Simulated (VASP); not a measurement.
Here is a VASP 6.6.1 calculation.

Contents of INCAR:

```
PREC = Accurate ; ENCUT = 520
EDIFF = 1E-6 ; ISMEAR = 0
SIGMA = 0.02 ; LREAL = False
LASPH = True ; NELM = 100
ALGO = Normal ; ISIF = 2
LWAVE = False ; LCHARG = True
LELF = True ; LVHAR = True
NBANDS = 12
```

Contents of KPOINTS:

```
regular mesh
0
Gamma
  11 11 11
```

The input POSCAR:

```
As
1.0
    1.8807968987      1.0858785957      3.5140619945
   -1.8807968987      1.0858785957      3.5140619945
    0.0000000000     -2.1717571915      3.5140619945
As
2
Direct
    0.2269485699      0.2269485699      0.2269485699
    0.7740000000      0.7740000000      0.7740000000
```

Potentials or basis: VASP PAW LDA potentials, release 64 (As).

Launch:

```bash
$ cat potpaw_LDA.64/As/POTCAR > POTCAR
$ mpirun -np 1 vasp_std > vasp.out
```

(1) Predict the pressure.

(2) Predict the largest force.

(3) Predict the band gap on the k mesh.

Answers

(1) -1.2 GPa.

(2) 0.243 eV/Å.

(3) zero (band 5 reaches 5.64 eV, above the bottom of band 6 at 5.28 eV).
